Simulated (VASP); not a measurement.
# Zn (P6_3/mmc) in VASP: single point with PBE

Aim: the single point of Zn with PBE.

Everything below comes from runs of VASP 6.6.1. Logs are shortened: lines on timing, memory, paths and dates and some standing lists are left out, and cuts for length are marked.

### Step 1. The cell of the first run

The structure is hexagonal, space group P6_3/mmc (No. 194). The conventional cell has a = 2.744 Å, b = 2.744 Å, c = 4.555 Å, α = 90.00°, β = 90.00°, γ = 120.00°. Within 3.6 Å of Zn (site symmetry -6m2) lie 12 Zn at 2.74 to 2.77 Å.

### Step 2. Single point, PBE

INCAR

```
SYSTEM = Zn
ALGO = Normal
EDIFF = 1E-6
ENCUT = 520
GGA = PE
ISIF = 2
ISMEAR = 0
LASPH = .True.
LCHARG = .False.
LREAL = .False.
LWAVE = .False.
NBANDS = 19
NELM = 100
PREC = Accurate
SIGMA = 0.05
```

KPOINTS

```
k-points
0
Gamma
  8 8 4
  0 0 0
```

POSCAR

```
Zn
1.0
    2.7440525513      0.0000000000      0.0000000000
   -1.3720262757      2.3764192188      0.0000000000
    0.0000000000      0.0000000000      4.5549266818
Zn
2
Direct
    0.3333333333      0.6666666667      0.7500000000
    0.6666666667      0.3333333333      0.2500000000
```

Potentials or basis: VASP PAW PBE potentials, release 64 (Zn).

Command:

```
$ cat potpaw_PBE.64/Zn/POTCAR > POTCAR
$ mpirun -np 1 vasp_std > vasp.out
```

OUTCAR:

```text
SYSTEM = Zn
   EDIFF = 1E-6
   ENCUT = 520
   GGA = PE
   ISIF = 2
   ISMEAR = 0
   LASPH = .True.
   LREAL = .False.
   NELM = 100
   PREC = Accurate

 ion  position               nearest neighbor table
   1  0.333  0.667  0.750-   2 2.77   2 2.77   2 2.77   2 2.77   2 2.77   2 2.77
   2  0.667  0.333  0.250-   1 2.77   1 2.77   1 2.77   1 2.77   1 2.77   1 2.77

  LATTYP: Found a hexagonal cell.
 ALAT       =     2.7440525513
 C/A-ratio  =     1.6599269134

  Lattice vectors:

 A1 = (   2.7440525513,   0.0000000000,   0.0000000000)
 A2 = (  -1.3720262757,   2.3764192188,   0.0000000000)
 A3 = (   0.0000000000,   0.0000000000,   4.5549266818)

Analysis of symmetry for initial positions (statically):
=====================================================================
 Subroutine PRICEL returns:
 Original cell was already a primitive cell.

 Routine SETGRP: Setting up the symmetry group for a
 hexagonal supercell.

 Subroutine GETGRP returns: Found 24 space group operations
 (whereof 12 operations were pure point group operations)
 out of a pool of 24 trial point group operations.

The static configuration has the point symmetry D_3d.
 The point group associated with its full space group is D_6h.

Analysis of symmetry for dynamics (positions and initial velocities):
=====================================================================
 Subroutine PRICEL returns:
 Original cell was already a primitive cell.

 Routine SETGRP: Setting up the symmetry group for a
 hexagonal supercell.

 Subroutine GETGRP returns: Found 24 space group operations
 (whereof 12 operations were pure point group operations)
 out of a pool of 24 trial point group operations.

The dynamic configuration has the point symmetry D_3d.
 The point group associated with its full space group is D_6h.

 Subroutine INISYM returns: Found 24 space group operations
 (whereof 12 operations are pure point group operations),
 and found     1 'primitive' translations

----------------------------------------------------------------------------------------

                                     Primitive cell

  volume of cell :      29.7028

  direct lattice vectors                    reciprocal lattice vectors
     2.744052551  0.000000000  0.000000000     0.364424508  0.210400588  0.000000000
    -1.372026276  2.376419219  0.000000000     0.000000000  0.420801175  0.000000000
     0.000000000  0.000000000  4.554926682     0.000000000  0.000000000  0.219542502

  length of vectors
     2.744052551  2.744052551  4.554926682     0.420801175  0.420801175  0.219542502

  position of ions in fractional coordinates (direct lattice)
     0.333333333  0.666666667  0.750000000
     0.666666667  0.333333333  0.250000000

  ion indices of the primitive-cell ions
   primitive index   ion index
                 1           1
                 2           2

----------------------------------------------------------------------------------------

 KPOINTS: k-points

Automatic generation of k-mesh.
 Grid dimensions read from file:
 generate k-points for:    8    8    4

 Generating k-lattice:

  Cartesian coordinates                     Fractional coordinates (reciprocal lattice)
     0.045553063  0.026300073  0.000000000     0.125000000  0.000000000  0.000000000
     0.000000000  0.052600147  0.000000000     0.000000000  0.125000000  0.000000000
     0.000000000  0.000000000  0.054885625     0.000000000  0.000000000  0.250000000

  Length of vectors
     0.052600147  0.052600147  0.054885625

  Shift w.r.t. Gamma in fractional coordinates (k-lattice)
     0.000000000  0.000000000  0.000000000

 Subroutine IBZKPT returns following result:
 ===========================================

 Found     30 irreducible k-points:

 Following reciprocal coordinates:
            Coordinates               Weight
  0.000000  0.000000  0.000000      1.000000
  0.125000  0.000000  0.000000      6.000000
  0.250000  0.000000  0.000000      6.000000
  0.375000 -0.000000  0.000000      6.000000
  0.500000  0.000000  0.000000      3.000000
  0.125000  0.125000  0.000000      6.000000
[... 16 lines left out ...]
  0.250000  0.000000  0.500000      6.000000
  0.375000 -0.000000  0.500000      6.000000
 [... further k-points ...]
   k-points           NKPTS =     30   k-points in BZ     NKDIM =     30   number of bands    NBANDS=     19
   number of dos      NEDOS =    301   number of ions     NIONS =      2
   total plane-waves  NPLWV =  14400
   dimension x,y,z NGX =    20 NGY =   20 NGZ =   36
   dimension x,y,z NGXF=    40 NGYF=   40 NGZF=   72
   ions per type =               2
   NGX,Y,Z   is equivalent  to a cutoff of  12.12, 12.12, 13.14 a.u.
   NGXF,Y,Z  is equivalent  to a cutoff of  24.23, 24.23, 26.28 a.u.
 SYSTEM =  Zn
   PREC   = accura    normal or accurate (medium, high low for compatibility)
   ISTART =      0    job   : 0-new  1-cont  2-samecut
   ICHARG =      2    charge: 1-file 2-atom 10-const
   ISPIN  =      1    spin polarized calculation?
   LNONCOLLINEAR =      F non collinear calculations
   LSORBIT =      F    spin-orbit coupling
   LASPH  =      T    aspherical Exc in radial PAW
   ENCUT  =  520.0 eV  38.22 Ry    6.18 a.u.   5.10  5.10  8.47*2*pi/ulx,y,z
   NELM   =    100;   NELMIN=  2; NELMDL= -5     # of ELM steps
   EDIFF  = 0.1E-05   stopping-criterion for ELM
   LREAL  =      F    real-space projection
   EDIFFG = 0.1E-04   stopping-criterion for IOM
   NSW    =      0    number of steps for IOM
   IBRION =     -1    ionic relax: 0-MD 1-quasi-New 2-CG
   NFREE  =      0    steps in history (QN), initial steepest desc. (CG)
   ISIF   =      2    stress and relaxation
   ISYM   =      2    0-nonsym 1-usesym 2-fastsym
   POTIM  = 0.5000    time-step for ionic-motion
   TEBEG  =    0.0;   TEEND  =   0.0 temperature during run
   PSTRESS=    0.0 pullay stress
   NELECT =      24.0000    total number of electrons
   NUPDOWN=      -1.0000    fix difference up-down
   EMIN   =  10.00;   EMAX   =-10.00  energy-range for DOS
   EFERMI =   0.00;   METHOD = LEGACY
   ISMEAR =     0;   SIGMA  =   0.05  broadening in eV -4-tet -1-fermi 0-gaus
   EFERMI_NEDOS =   21; number of points for ismear=-14 and -15
   IALGO  =     38    algorithm
   IMIX   =      4    mixing-type and parameters
     AMIX     =   0.40;   BMIX     =  1.00
     AMIX_MAG =   1.60;   BMIX_MAG =  1.00
  volume/ion in A,a.u.               =      14.85       100.22
  Fermi-wavevector in a.u.,A,eV,Ry     =   1.524800  2.881455 31.633760  2.325016
  Thomas-Fermi vector in A             =   2.633058
   LORBIT       =      0    0 simple, 1 ext, 2 COOP (PROOUT), +10 PAW based schemes
   GGA     = PE    functional components
   LHFCALC =     F    Hartree Fock is set to
   AEXX    =    0.0000 exact exchange contribution
   IVDW    =     0    specifies the selected vdW correction
   LEPSILON=     F    determine dielectric tensor
   LRPA    =     F    only Hartree local field effects (RPA)
 non-spin polarized calculation
 Gauss-broadening in eV      SIGMA  =   0.05
  energy-cutoff  :      520.00
  volume of cell :       29.70
 maximum number of plane-waves:       814
   NGX = 11   NGY = 11   NGZ = 17

 number of electron      24.0000000 magnetization

 Free energy of the ion-electron system (eV)
  ---------------------------------------------------
  ext. energy  EPLUGINS =         0.00000000
  ---------------------------------------------------
  free energy    TOTEN  =        -2.23517803 eV

  energy without entropy =       -2.23476396  energy(sigma->0) =       -2.23497099

 E-fermi :   3.1408     XC(G=0): -11.6919

 val. band max:        3.1066134530   @ k =   0.5000   0.0000   0.5000
 cond. band min:       3.7389293733   @ k =   0.3750   0.1250   0.2500
 fundamental gap:      0.6323159203
 Fermi energy:         3.1408169703

 k-point     1 :       0.0000    0.0000    0.0000
  band No.  band energies     occupation
      1      -7.2923      2.00000
      2      -5.2445      2.00000
      3      -4.4943      2.00000
      4      -4.4188      2.00000
      5      -4.4188      2.00000
      6      -4.3338      2.00000
[... 11 lines left out ...]
     18      21.0000      0.00000
     19      21.2395      0.00000

 k-point     2 :       0.1250    0.0000    0.0000
  band No.  band energies     occupation
      1      -6.8664      2.00000
      2      -5.1084      2.00000
      3      -4.5440      2.00000
      4      -4.3874      2.00000
      5      -4.3374      2.00000
      6      -4.3253      2.00000
[... 11 lines left out ...]
     18      21.0863      0.00000
     19      22.2926      0.00000

 k-point     3 :       0.2500    0.0000    0.0000
  band No.  band energies     occupation
      1      -5.7415      2.00000
      2      -4.9504      2.00000
      3      -4.5778      2.00000
      4      -4.5209      2.00000
      5      -4.4101      2.00000
      6      -4.3209      2.00000
[... 11 lines left out ...]
     18      17.3400      0.00000
     19      20.8820      0.00000

 k-point     4 :       0.3750   -0.0000    0.0000
  band No.  band energies     occupation
      1      -5.0969      2.00000
      2      -5.0248      2.00000
      3      -4.8574      2.00000
      4      -4.4067      2.00000
      5      -4.3188      2.00000
      6      -4.2997      2.00000
[... 11 lines left out ...]
     18      16.5132      0.00000
     19      19.3110      0.00000

 k-point     5 :       0.5000    0.0000    0.0000
  band No.  band energies     occupation
      1      -5.1214      2.00000
      2      -5.0257      2.00000
      3      -4.9566      2.00000
      4      -4.4402      2.00000
      5      -4.3383      2.00000
      6      -4.2598      2.00000
[... 11 lines left out ...]
     18      16.2446      0.00000
     19      18.7540      0.00000

 k-point     6 :       0.1250    0.1250    0.0000
  band No.  band energies     occupation
      1      -6.0691      2.00000
      2      -4.9219      2.00000
      3      -4.6303      2.00000
      4      -4.4578      2.00000
      5      -4.3987      2.00000
      6      -4.3429      2.00000
[... 11 lines left out ...]
     18      18.7768      0.00000
     19      19.7698      0.00000

 k-point     7 :       0.2500    0.1250    0.0000
  band No.  band energies     occupation
      1      -5.0581      2.00000
      2      -4.8944      2.00000
      3      -4.7481      2.00000
      4      -4.5117      2.00000
      5      -4.4325      2.00000
      6      -4.3536      2.00000
[... 11 lines left out ...]
     18      17.0405      0.00000
     19      17.7731      0.00000

 k-point     8 :       0.3750    0.1250    0.0000
  band No.  band energies     occupation
      1      -5.0066      2.00000
      2      -4.9186      2.00000
      3      -4.9173      2.00000
      4      -4.4597      2.00000
      5      -4.3343      2.00000
      6      -4.2644      2.00000
[... 256 lines left out ...]
 k-point    20 :       0.3750    0.2500    0.2500
  band No.  band energies     occupation
      1      -4.9128      2.00000
      2      -4.7565      2.00000
      3      -4.6673      2.00000
      4      -4.6356      2.00000
      5      -4.4657      2.00000
      6      -4.2633      2.00000
[... 11 lines left out ...]
     18      13.5591      0.00000
     19      16.5330      0.00000

 k-point    21 :       0.0000    0.0000    0.5000
  band No.  band energies     occupation
      1      -5.6931      2.00000
      2      -5.6931      2.00000
      3      -4.4379      2.00000
      4      -4.4379      2.00000
      5      -4.4379      2.00000
      6      -4.4379      2.00000
[... 11 lines left out ...]
     18      20.3450      0.00000
     19      21.6973      0.00000

 k-point    22 :       0.1250    0.0000    0.5000
  band No.  band energies     occupation
      1      -5.3693      2.00000
      2      -5.3693      2.00000
      3      -4.5645      2.00000
      4      -4.5645      2.00000
      5      -4.3788      2.00000
      6      -4.3788      2.00000
[... 11 lines left out ...]
     18      18.4363      0.00000
     19      20.1502      0.00000

 k-point    23 :       0.2500    0.0000    0.5000
  band No.  band energies     occupation
      1      -4.9777      2.00000
      2      -4.9777      2.00000
      3      -4.6730      2.00000
      4      -4.6730      2.00000
      5      -4.2499      2.00000
      6      -4.2499      2.00000
[... 11 lines left out ...]
     18      16.2109      0.00000
     19      18.7172      0.00000

 k-point    24 :       0.3750   -0.0000    0.5000
  band No.  band energies     occupation
      1      -5.0748      2.00000
      2      -5.0748      2.00000
      3      -4.7632      2.00000
      4      -4.7632      2.00000
      5      -4.1280      2.00000
      6      -4.1280      2.00000
[... 11 lines left out ...]
     18      14.7419      0.00000
     19      17.7759      0.00000

 [... further k-points ...]
[... 5 lines left out ...]
  --------------------------------------------------------------------------------------
  -------------------------------------------------------------------------------------
  Total        0.0532931      0.0532931      0.0825146     -0.0000000      0.0000000      0.0000000
  in kB        2.8746465      2.8746465      4.4508637     -0.0000000      0.0000000      0.0000000
  external PRESSURE =       3.4000522 kB  Pullay stress =       0.0000000 kB

 VOLUME and BASIS-vectors are now :
 -----------------------------------------------------------------------------
  energy-cutoff  :      520.00
  volume of cell :       29.70
      direct lattice vectors                 reciprocal lattice vectors
     2.744052551  0.000000000  0.000000000     0.364424508  0.210400588  0.000000000
    -1.372026276  2.376419219  0.000000000     0.000000000  0.420801175  0.000000000
     0.000000000  0.000000000  4.554926682     0.000000000  0.000000000  0.219542502

 POSITION                                       TOTAL-FORCE (eV/Angst)
 -----------------------------------------------------------------------------------
     -0.00000      1.58428      3.41620         0.000000      0.000000      0.000000
      1.37203      0.79214      1.13873        -0.000000     -0.000000      0.000000
 -----------------------------------------------------------------------------------
    total drift:                               -0.000000      0.000000     -0.000000

  FREE ENERGIE OF THE ION-ELECTRON SYSTEM (eV)
  ---------------------------------------------------
  free  energy   TOTEN  =        -2.2351780312 eV

  energy  without entropy=       -2.2347639579  energy(sigma->0) =       -2.23497099
```

Run time: 9.5 s. Hardware: 1 thread of Intel Xeon 6975P-C, shared host; peak memory 0.14 GiB.

Results:

| Quantity | Value |
| --- | --- |
| Free energy | -2.2352 eV |
| Pressure | 0.3 GPa |
| Band gap on the k mesh | zero (band 12 reaches 5.04 eV, above the bottom of band 13 at 1.66 eV) |

Levels at points of the mesh, in eV from the Fermi level:
| k point | band 8 | band 9 | band 10 | band 11 | band 12 | band 13 | band 14 | band 15 | band 16 | band 17 |
| --- | --- | --- | --- | --- | --- | --- | --- | --- | --- | --- |
| (0.00, 0.00, 0.00) | -7.32 | -7.32 | -6.96 | -6.96 | -3.00 | -1.48 | 15.62 | 15.62 | 17.54 | 17.54 |
| (0.50, 0.00, 0.00) | -6.91 | -6.90 | -6.85 | -3.15 | -2.60 | 3.69 | 3.79 | 5.11 | 6.17 | 8.85 |
| (0.00, 0.00, 0.50) | -7.46 | -7.08 | -7.08 | -7.08 | -7.08 | 7.14 | 7.14 | 17.20 | 17.20 | 17.20 |
| (0.50, 0.00, 0.50) | -6.97 | -6.87 | -6.87 | -1.96 | -1.96 | -0.03 | -0.03 | 11.09 | 11.09 | 12.12 |
